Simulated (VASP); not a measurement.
## In3Se: single point with PBE

The system is In3Se.

```
CELL_PARAMETERS angstrom
4.79044 0.00000 0.00000
0.00000 4.79044 0.00000
0.00000 0.00000 9.58089
ATOMIC_POSITIONS crystal
In 0.00000 0.50000 0.25000
In 0.00000 0.50000 0.75000
In 0.50000 0.00000 0.25000
In 0.50000 0.00000 0.75000
In 0.50000 0.50000 0.00000
In 0.50000 0.50000 0.50000
Se 0.00000 0.00000 0.50000
Se 0.00000 0.00000 0.00000
```

- Program: VASP 6.6.1
- Task: single point
- Functional: PBE
- Potentials or basis: VASP PAW PBE potentials, release 64 (In_d, Se)
- Cutoff: 520 eV
- k mesh: 10 × 10 × 6
- Occupations: gaussian, width 0.15 eV
- Spin: no spin polarisation
- Dipole correction: no
- Further INCAR settings: ALGO = Normal; EDIFF = 1e-06; NBANDS = 55

```yaml
Pressure: -0.1 GPa
Band_gap_on_the_k_mesh: zero (bands 45 and 46 overlap by 2.11 eV)
```

Levels at points of the mesh, in eV from the Fermi level:
| k point | band 41 | band 42 | band 43 | band 44 | band 45 | band 46 | band 47 | band 48 | band 49 | band 50 |
| --- | --- | --- | --- | --- | --- | --- | --- | --- | --- | --- |
| (0.00, 0.00, 0.00) | -2.19 | -2.19 | -1.63 | -1.04 | -0.08 | -0.08 | 1.15 | 1.15 | 1.15 | 1.42 |
| (0.50, 0.00, 0.00) | -1.63 | -1.03 | -0.83 | -0.68 | -0.68 | -0.08 | -0.08 | 1.42 | 1.42 | 1.80 |
| (0.50, 0.50, 0.00) | -4.17 | -3.20 | -1.95 | -0.83 | -0.68 | -0.68 | 1.42 | 1.80 | 1.80 | 1.90 |
| (0.00, 0.00, 0.50) | -1.96 | -1.96 | -0.91 | -0.91 | 0.68 | 0.68 | 0.68 | 0.68 | 1.36 | 1.36 |
| (0.50, 0.00, 0.50) | -1.99 | -1.99 | -1.01 | -1.01 | 0.42 | 0.42 | 1.08 | 1.08 | 1.73 | 1.73 |
| (0.50, 0.50, 0.50) | -2.31 | -2.31 | -2.31 | -2.31 | -1.40 | -1.40 | 1.32 | 1.32 | 2.74 | 2.74 |

Run time: 7.6 min on 1 thread of AMD EPYC 9R45 96-Core Processor (Zen 5), with other jobs on the host, peak memory 0.77 GiB.

Caveat: spin-orbit coupling is left out, which moves the levels of the heavy elements.
